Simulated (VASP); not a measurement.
# MoRu2 (P6_3/mmc) in VASP: notebook

The runs below take MoRu2 through relaxation of cell and atoms, single point, with PBE.

Program: VASP 6.6.1. These are calculated values, not measurements. Logs are shortened: lines on timing, memory, paths and dates and some standing lists are left out, and cuts for length are marked.

**1. The cell of the first run**

It takes space group P6_3/mmc (No. 194, hexagonal). Conventional cell: a = 2.769 Å, b = 2.769 Å, c = 13.473 Å, α = 90.00°, β = 90.00°, γ = 120.00°. Within 3.6 Å of Mo (site symmetry -6m2) lie 6 Ru at 2.76 Å and 6 Mo at 2.77 Å. Ru (site symmetry 3m) has 9 Ru at 2.76 to 2.77 Å and 3 Mo at 2.76 Å within 3.6 Å.

**2. Relaxation of cell and atoms, PBE**

INCAR

```
SYSTEM = MoRu2
  PREC = Accurate
  ENCUT = 600
  EDIFF = 1E-6
  ISMEAR = 0
  SIGMA = 0.1
  LREAL = .FALSE.
  LASPH = .TRUE.
  NELM = 80
  ALGO = Normal
  ISIF = 3
  LWAVE = .FALSE.
  LCHARG = .FALSE.
  GGA = PE
  IBRION = 2
  NSW = 90
  EDIFFG = -0.04
```

KPOINTS

```
Automatic mesh
0
G
  6 6 2
  0 0 0
```

POSCAR

```
MoRu2
1.0
    2.7690284300      0.0000000000      0.0000000000
   -1.3845142200      2.3980489700      0.0000000000
    0.0000000000      0.0000000000     13.4727486200
Mo Ru
2 4
Direct
    0.6666666700      0.3333333300      0.2500000000
    0.3333333300      0.6666666700      0.7500000000
    0.6666666700      0.3333333300      0.9166666700
    0.6666666700      0.3333333300      0.5833333300
    0.3333333300      0.6666666700      0.0833333300
    0.3333333300      0.6666666700      0.4166666700
```

Potentials or basis: VASP PAW PBE potentials, release 64 (Mo_sv, Ru_pv).

Started as:

```
> cat potpaw_PBE.64/Mo_sv/POTCAR potpaw_PBE.64/Ru_pv/POTCAR > POTCAR
> mpirun -np 1 vasp_std > vasp.out
```

OUTCAR:

```text
SYSTEM = MoRu2
   PREC = Accurate
   ENCUT = 600
   EDIFF = 1E-6
   ISMEAR = 0
   LREAL = .FALSE.
   LASPH = .TRUE.
   NELM = 80
   ISIF = 3
   GGA = PE
   IBRION = 2
   NSW = 90
   EDIFFG = -0.04

 ion  position               nearest neighbor table
   1  0.667  0.333  0.250-   5 2.76   6 2.76   5 2.76   6 2.76   5 2.76   6 2.76
   2  0.333  0.667  0.750-   3 2.76   4 2.76   3 2.76   4 2.76   3 2.76   4 2.76
   3  0.667  0.333  0.917-   5 2.76   5 2.76   5 2.76   2 2.76   2 2.76   2 2.76
   4  0.667  0.333  0.583-   6 2.76   6 2.76   6 2.76   2 2.76   2 2.76   2 2.76
   5  0.333  0.667  0.083-   3 2.76   3 2.76   3 2.76   1 2.76   1 2.76   1 2.76
   6  0.333  0.667  0.417-   4 2.76   4 2.76   4 2.76   1 2.76   1 2.76   1 2.76

  LATTYP: Found a hexagonal cell.
 ALAT       =     2.7690284300
 C/A-ratio  =     4.8655147322

  Lattice vectors:

 A1 = (   2.7690284300,   0.0000000000,   0.0000000000)
 A2 = (  -1.3845142200,   2.3980489700,   0.0000000000)
 A3 = (   0.0000000000,   0.0000000000,  13.4727486200)

Analysis of symmetry for initial positions (statically):
=====================================================================
 Subroutine PRICEL returns:
 Original cell was already a primitive cell.

 Routine SETGRP: Setting up the symmetry group for a
 hexagonal supercell.

 Subroutine GETGRP returns: Found 24 space group operations
 (whereof 12 operations were pure point group operations)
 out of a pool of 24 trial point group operations.

The static configuration has the point symmetry D_3d.
 The point group associated with its full space group is D_6h.

Analysis of symmetry for dynamics (positions and initial velocities):
=====================================================================
 Subroutine PRICEL returns:
 Original cell was already a primitive cell.

 Routine SETGRP: Setting up the symmetry group for a
 hexagonal supercell.

 Subroutine GETGRP returns: Found 24 space group operations
 (whereof 12 operations were pure point group operations)
 out of a pool of 24 trial point group operations.

The dynamic configuration has the point symmetry D_3d.
 The point group associated with its full space group is D_6h.

 Subroutine INISYM returns: Found 24 space group operations
 (whereof 12 operations are pure point group operations),
 and found     1 'primitive' translations

----------------------------------------------------------------------------------------

[... 79 lines left out ...]
 SYSTEM =  MoRu2
   PREC   = accura    normal or accurate (medium, high low for compatibility)
   ISTART =      0    job   : 0-new  1-cont  2-samecut
   ICHARG =      2    charge: 1-file 2-atom 10-const
   ISPIN  =      1    spin polarized calculation?
   LNONCOLLINEAR =      F non collinear calculations
   LSORBIT =      F    spin-orbit coupling
   LASPH  =      T    aspherical Exc in radial PAW
   ENCUT  =  600.0 eV  44.10 Ry    6.64 a.u.   5.53  5.53 26.91*2*pi/ulx,y,z
   NELM   =     80;   NELMIN=  2; NELMDL= -5     # of ELM steps
   EDIFF  = 0.1E-05   stopping-criterion for ELM
   LREAL  =      F    real-space projection
   EDIFFG = -.4E-01   stopping-criterion for IOM
   NSW    =     90    number of steps for IOM
   IBRION =      2    ionic relax: 0-MD 1-quasi-New 2-CG
   NFREE  =      1    steps in history (QN), initial steepest desc. (CG)
   ISIF   =      3    stress and relaxation
   ISYM   =      2    0-nonsym 1-usesym 2-fastsym
   POTIM  = 0.5000    time-step for ionic-motion
   TEBEG  =    0.0;   TEEND  =   0.0 temperature during run
   PSTRESS=    0.0 pullay stress
   NELECT =      84.0000    total number of electrons
   NUPDOWN=      -1.0000    fix difference up-down
   EMIN   =  10.00;   EMAX   =-10.00  energy-range for DOS
   EFERMI =   0.00;   METHOD = LEGACY
   ISMEAR =     0;   SIGMA  =   0.10  broadening in eV -4-tet -1-fermi 0-gaus
   EFERMI_NEDOS =   21; number of points for ismear=-14 and -15
   IALGO  =     38    algorithm
   IMIX   =      4    mixing-type and parameters
     AMIX     =   0.40;   BMIX     =  1.00
     AMIX_MAG =   1.60;   BMIX_MAG =  1.00
  volume/ion in A,a.u.               =      14.91       100.62
  Fermi-wavevector in a.u.,A,eV,Ry     =   1.603076  3.029374 34.964956  2.569852
  Thomas-Fermi vector in A             =   2.699796
   LORBIT       =      0    0 simple, 1 ext, 2 COOP (PROOUT), +10 PAW based schemes
   GGA     = PE    functional components
   LHFCALC =     F    Hartree Fock is set to
   AEXX    =    0.0000 exact exchange contribution
   IVDW    =     0    specifies the selected vdW correction
   LEPSILON=     F    determine dielectric tensor
   LRPA    =     F    only Hartree local field effects (RPA)
 conjugate gradient relaxation of ions
 non-spin polarized calculation
 Gauss-broadening in eV      SIGMA  =   0.10
  energy-cutoff  :      600.00
  volume of cell :       89.46
 maximum number of plane-waves:      3030
 NGX is ok and might be reduce to    24
   NGX = 11   NGY = 11   NGZ = 53

--------------------------------------- Ionic step        1  -------------------------------------------

 number of electron      84.0000001 magnetization

 Free energy of the ion-electron system (eV)
  ---------------------------------------------------
  ext. energy  EPLUGINS =         0.00000000
  ---------------------------------------------------
  free energy    TOTEN  =       -58.38571976 eV

  energy without entropy =      -58.34508688  energy(sigma->0) =      -58.36540332

------------------------ aborting loop because EDIFF is reached ----------------------------------------

  FORCE on cell =-STRESS in cart. coord.  units (eV):
  Direction    XX          YY          ZZ          XY          YZ          ZX
  --------------------------------------------------------------------------------------
  -------------------------------------------------------------------------------------
  Total       -3.5589242     -3.5589243     -6.7798809      0.0000000      0.0000000     -0.0000000
  in kB      -63.7364186    -63.7364189   -121.4202100      0.0000001      0.0000000     -0.0000000
  external PRESSURE =     -82.9643491 kB  Pullay stress =       0.0000000 kB
[... 227 lines left out ...]
--------------------------------------- Ionic step        7  -------------------------------------------

 number of electron      84.0000004 magnetization

 Free energy of the ion-electron system (eV)
  ---------------------------------------------------
  ext. energy  EPLUGINS =         0.00000000
  ---------------------------------------------------
  free energy    TOTEN  =       -58.47943583 eV

  energy without entropy =      -58.43854254  energy(sigma->0) =      -58.45898918

 E-fermi :  12.1955     XC(G=0): -13.7635

 val. band max:       12.1435300468   @ k =   0.3333   0.3333   0.0000
 cond. band min:      12.2104215821   @ k =   0.1667  -0.0000   0.5000
 fundamental gap:      0.0668915353
 Fermi energy:        12.1954587484

 k-point     1 :       0.0000    0.0000    0.0000
  band No.  band energies     occupation
      1     -48.5492      2.00000
      2     -48.5492      2.00000
      3     -30.7118      2.00000
      4     -30.6916      2.00000
      5     -30.2362      2.00000
      6     -30.2134      2.00000
[... 764 lines left out ...]
  FREE ENERGIE OF THE ION-ELECTRON SYSTEM (eV)
  ---------------------------------------------------
  free  energy   TOTEN  =       -58.4794358261 eV

  energy  without entropy=      -58.4385425357  energy(sigma->0) =      -58.45898918

 reached required accuracy - stopping structural energy minimisation
```

OSZICAR:

```text
N       E                     dE             d eps       ncg     rms          rms(c)
DAV:   1     0.117302763294E+04    0.11730E+04   -0.56111E+04  1400   0.204E+03
DAV:   2    -0.146588024745E+02   -0.11877E+04   -0.11620E+04  1484   0.614E+02
[... 75 lines left out ...]
DAV:   1    -0.584826952442E+02   -0.35746E-02   -0.17447E-01  1416   0.310E+00    0.387E-01
DAV:   2    -0.584819541218E+02    0.74112E-03   -0.18677E-02  1712   0.776E-01    0.338E-01
DAV:   3    -0.584804746493E+02    0.14795E-02   -0.17031E-02  1704   0.544E-01    0.225E-01
DAV:   4    -0.584794257101E+02    0.10489E-02   -0.34955E-03  1704   0.262E-01    0.439E-02
DAV:   5    -0.584794353965E+02   -0.96864E-05   -0.10941E-04  1560   0.538E-02    0.165E-02
DAV:   6    -0.584794351299E+02    0.26664E-06   -0.10218E-05  1528   0.120E-02    0.105E-02
DAV:   7    -0.584794358261E+02   -0.69624E-06   -0.13559E-06   866   0.733E-03
   7 F= -.58479436E+02 E0= -.58458989E+02  d E =-.737465E-02
```

CONTCAR:

```text
MoRu2
   1.00000000000000
     2.7570312302788564    0.0000000000257148   -0.0000000000000000
    -1.3785156200954951    2.3876590901773151    0.0000000000000000
     0.0000000000000000    0.0000000000000000   13.1741125887308286
  Mo              Ru
     2     4
Direct
     0.6666666699999979    0.3333333300000021    0.2500000000000000
     0.3333333300000021    0.6666666699999979    0.7500000000000000
     0.6666666699999979    0.3333333300000021    0.9171859383762718
     0.6666666699999979    0.3333333300000021    0.5828140616237282
     0.3333333300000021    0.6666666699999979    0.0828140616237282
     0.3333333300000021    0.6666666699999979    0.4171859383762717

  0.00000000E+00  0.00000000E+00  0.00000000E+00
  0.00000000E+00  0.00000000E+00  0.00000000E+00
  0.00000000E+00  0.00000000E+00  0.00000000E+00
  0.00000000E+00  0.00000000E+00  0.00000000E+00
  0.00000000E+00  0.00000000E+00  0.00000000E+00
  0.00000000E+00  0.00000000E+00  0.00000000E+00
```

It took 3.8 min on 1 thread of Intel Xeon 6975P-C (Granite Rapids), shared host; peak memory 0.27 GiB.

Results:

```
Free energy                           : -58.4794 eV
Relaxed volume                        : 14.45 Å³/atom
Relaxed cell                          : a = 2.757 Å, b = 2.757 Å, c = 13.174 Å, α = 90.00°, β = 90.00°, γ = 120.00°
Space group after relaxing (to 0.1 Å) : P6_3/mmc (No. 194)
Energy gained by relaxing             : 15.6 meV/atom
Ionic steps                           : 7
Pressure after relaxing               : 0.1 GPa
Largest force after relaxing          : 0.034 eV/Å
Band gap on the k mesh                : zero (bands 42 and 43 overlap by 2.28 eV)
```

Forces in eV/Å, atoms in the order of the input:
```
Mo   0.000  0.000  0.000
Mo   0.000  0.000  0.000
Ru   0.000  0.000  0.034
Ru   0.000  0.000 -0.034
Ru   0.000  0.000 -0.034
Ru   0.000  0.000  0.034
```

Step by step:
| step | energy change (eV) | largest force (eV/Å) | pressure (GPa) | volume (Å³) |
| --- | --- | --- | --- | --- |
| 1 | 0.0000 | 0.1466 | -8.30 | 89.46 |
| 2 | 0.5015 | 0.0159 | 29.28 | 79.81 |
| 3 | -0.0862 | 0.1445 | 0.28 | 86.67 |
| 4 | -0.0863 | 0.1440 | 0.45 | 86.60 |
| 5 | -0.0863 | 0.1436 | 0.64 | 86.54 |
| 6 | -0.0934 | 0.0096 | 0.02 | 86.76 |
| 7 | -0.0937 | 0.0344 | 0.12 | 86.72 |

Final structure:
```
Mo Ru
1.0
     2.75703    0.00000    0.00000
    -1.37852    2.38766    0.00000
     0.00000    0.00000   13.17411
Mo Ru
2 4
Direct
  0.66667 0.33333 0.25000
  0.33333 0.66667 0.75000
  0.66667 0.33333 0.91719
  0.66667 0.33333 0.58281
  0.33333 0.66667 0.08281
  0.33333 0.66667 0.41719
```

Levels at points of the mesh, in eV from the Fermi level:
| k point | band 39 | band 40 | band 41 | band 42 | band 43 | band 44 | band 45 | band 46 |
| --- | --- | --- | --- | --- | --- | --- | --- | --- |
| (0.00, 0.00, 0.00) | -0.95 | -0.95 | -0.93 | -0.93 | -0.68 | -0.68 | -0.62 | 0.48 |
| (0.50, 0.00, 0.00) | 0.13 | 0.43 | 1.45 | 1.59 | 1.80 | 1.80 | 2.16 | 2.18 |
| (0.00, 0.00, 0.50) | -0.98 | -0.98 | -0.98 | -0.98 | -0.23 | -0.23 | -0.23 | -0.23 |
| (0.50, 0.00, 0.50) | 0.53 | 0.53 | 1.16 | 1.16 | 1.57 | 1.57 | 1.80 | 1.80 |

Caveat: the k points lie up to 0.44 Å⁻¹ apart in the final cell, too coarse for converged energies and pressures of a metal.

**3. Single point, PBE, collinear spin, ferromagnetic start**

This run uses another cell than the first one, of 14.45 Å³/atom.

INCAR

```
SYSTEM = MoRu2
PREC = Accurate
ENCUT = 520
EDIFF = 1E-6
ISMEAR = 0
SIGMA = 0.1
LREAL = .False.
LASPH = .True.
NELM = 150
ALGO = Normal
ISIF = 2
LWAVE = .False.
LCHARG = .False.
ISPIN = 2
MAGMOM = 1 1 1 1 1 1
LORBIT = 11
LMAXMIX = 4
GGA = PE
NBANDS = 55
```

KPOINTS

```
Automatic mesh
0
Gamma
  6 6 2
  0 0 0
```

POSCAR

```
MoRu2
1.0
    2.7559681421      0.0000000000      0.0000000000
   -1.3779840710      2.3867384230      0.0000000000
    0.0000000000      0.0000000000     13.1830963734
Mo Ru
2 4
Direct
    0.6666666667      0.3333333333      0.2500000000
    0.3333333333      0.6666666667      0.7500000000
    0.6666666667      0.3333333333      0.9172646648
    0.6666666667      0.3333333333      0.5827353352
    0.3333333333      0.6666666667      0.0827353352
    0.3333333333      0.6666666667      0.4172646648
```

Potentials or basis: VASP PAW PBE potentials, release 64 (Mo_sv, Ru_pv).

Started as:

```
> cat potpaw_PBE.64/Mo_sv/POTCAR potpaw_PBE.64/Ru_pv/POTCAR > POTCAR
> mpirun -np 1 vasp_std > vasp.out
```

Wall time 86 s (1 thread of Intel Xeon 6975P-C (Granite Rapids), shared host); peak memory 0.27 GiB.

It converged, with:

| Item | Value |
| --- | --- |
| Free energy | -58.4755 eV |
| Pressure | 0.2 GPa |
| Largest force | 0.026 eV/Å |
| Band gap on the k mesh | zero (filled and empty bands overlap) |
| Net moment | 0.00 μB per cell |
| Valence electrons inside the program's atomic spheres | Mo 12.55; Ru 12.63 |

Forces in eV/Å, atoms in the order of the input:
```
Mo   0.000  0.000  0.000
Mo   0.000  0.000  0.000
Ru   0.000  0.000  0.026
Ru   0.000  0.000 -0.026
Ru   0.000  0.000 -0.026
Ru   0.000  0.000  0.026
```

Levels at points of the mesh, in eV from the Fermi level:
Spin up:
```tsv
k point	band 39	band 40	band 41	band 42	band 43	band 44	band 45	band 46
(0.00, 0.00, 0.00)	-0.95	-0.95	-0.92	-0.92	-0.67	-0.67	-0.63	0.47
(0.50, 0.00, 0.00)	0.13	0.43	1.46	1.60	1.80	1.81	2.15	2.18
(0.00, 0.00, 0.50)	-0.98	-0.98	-0.98	-0.98	-0.22	-0.22	-0.22	-0.22
(0.50, 0.00, 0.50)	0.53	0.53	1.16	1.16	1.57	1.57	1.80	1.80
```
Spin down:
| k point | band 40 | band 41 | band 42 | band 43 | band 44 | band 45 |
| --- | --- | --- | --- | --- | --- | --- |
| (0.00, 0.00, 0.00) | -0.95 | -0.92 | -0.92 | -0.67 | -0.67 | -0.63 |
| (0.50, 0.00, 0.00) | 0.43 | 1.46 | 1.60 | 1.80 | 1.81 | 2.15 |
| (0.00, 0.00, 0.50) | -0.98 | -0.98 | -0.98 | -0.22 | -0.22 | -0.22 |
| (0.50, 0.00, 0.50) | 0.53 | 1.16 | 1.16 | 1.57 | 1.57 | 1.80 |

Caveat: the k points lie up to 0.44 Å⁻¹ apart, too coarse for converged energies and pressures of a metal.

**4. Single point, PBE**

This run uses another cell than the first one, of 14.44 Å³/atom.

INCAR

```
ALGO     = Fast           # electronic algorithm
EDIFF    = 1E-6           # SCF threshold, eV
ENCUT    = 520            # plane-wave cutoff, eV
GGA      = PE             # functional
ISIF     = 2              # what is computed and relaxed
ISMEAR   = 0              # smearing method
LASPH    = True           # aspherical terms in the spheres
LCHARG   = True           # write CHGCAR
LELF     = True           # ELF
LREAL    = False          # projectors in reciprocal space
LVHAR    = True         
LWAVE    = False          # write WAVECAR
NBANDS   = 51             # bands
NELM     = 80             # most SCF steps
PREC     = Accurate       # precision mode
SIGMA    = 0.1            # smearing width, eV
```

KPOINTS

```
k-points
0
Gamma
  18 18 4
```

POSCAR

```
MoRu2
1.0
    2.7565900492      0.0000000000      0.0000000000
   -1.3782950246      2.3872770104      0.0000000000
    0.0000000000      0.0000000000     13.1640764349
Mo Ru
2 4
Direct
    0.6666666667      0.3333333333      0.2500000000
    0.3333333333      0.6666666667      0.7500000000
    0.6666666667      0.3333333333      0.9179363686
    0.6666666667      0.3333333333      0.5820636314
    0.3333333333      0.6666666667      0.0820636314
    0.3333333333      0.6666666667      0.4179363686
```

Started as:

```
> cat potpaw_PBE.64/Mo_sv/POTCAR potpaw_PBE.64/Ru_pv/POTCAR > POTCAR
> mpirun -np 1 vasp_std > vasp.out
```

It took 5.2 min on 1 thread of Intel Xeon 6975P-C (Granite Rapids), shared host; peak memory 0.5 GiB.

The run converged. Its results:

```yaml
Free_energy: -58.5470 eV
Pressure: 0.1 GPa
Largest_force: 0.013 eV/Å
Band_gap_on_the_k_mesh: zero (bands 42 and 43 overlap by 2.37 eV)
```

Forces on the atoms (eV/Å):
```
Mo   0.000  0.000  0.000
Mo   0.000  0.000  0.000
Ru   0.000  0.000  0.013
Ru   0.000  0.000 -0.013
Ru   0.000  0.000 -0.013
Ru   0.000  0.000  0.013
```

Levels at points of the mesh, in eV from the Fermi level:
| k point | band 38 | band 39 | band 40 | band 41 | band 42 | band 43 | band 44 | band 45 | band 46 | band 47 |
| --- | --- | --- | --- | --- | --- | --- | --- | --- | --- | --- |
| (0.00, 0.00, 0.00) | -1.06 | -0.95 | -0.95 | -0.93 | -0.93 | -0.70 | -0.70 | -0.64 | 0.42 | 0.42 |
| (0.50, 0.00, 0.00) | -0.63 | 0.10 | 0.43 | 1.44 | 1.58 | 1.80 | 1.81 | 2.11 | 2.14 | 2.35 |
| (0.00, 0.00, 0.50) | -1.60 | -0.98 | -0.98 | -0.98 | -0.98 | -0.25 | -0.25 | -0.25 | -0.25 | 0.75 |
| (0.50, 0.00, 0.50) | -0.26 | 0.51 | 0.51 | 1.14 | 1.14 | 1.56 | 1.56 | 1.81 | 1.81 | 2.66 |

**5. Summary**

| task | spin | cell | k mesh | cutoff (eV) | gap on the mesh (eV) | pressure (GPa) | largest force (eV/Å) |
| --- | --- | --- | --- | --- | --- | --- | --- |
| relaxation of cell and atoms | off | relaxed from a = 2.769, b = 2.769, c = 13.473 Å, angles 90.0, 90.0, 120.0°, 6 atoms, atomic positions A | 6 × 6 × 2 | 600 | none | 0.1 | 0.03 |
| single point | collinear, ferromagnetic start | a = 2.756, b = 2.756, c = 13.183 Å, angles 90.0, 90.0, 120.0°, 6 atoms, atomic positions B | 6 × 6 × 2 | 520 | none | 0.2 | 0.03 |
| single point | off | a = 2.757, b = 2.757, c = 13.164 Å, angles 90.0, 90.0, 120.0°, 6 atoms, atomic positions C | 18 × 18 × 4 | 520 | none | 0.1 | 0.01 |

Alike in all rows: level PBE; potentials or basis VASP PAW PBE potentials, release 64 (Mo_sv, Ru_pv); smearing gaussian 0.1 eV.

Caveats: some runs use coarse meshes.

Total energies depend on the potentials used, so only differences within one code and one set of settings carry meaning.

The gap in the log of VASP goes by the Fermi energy; the results here count the filled bands.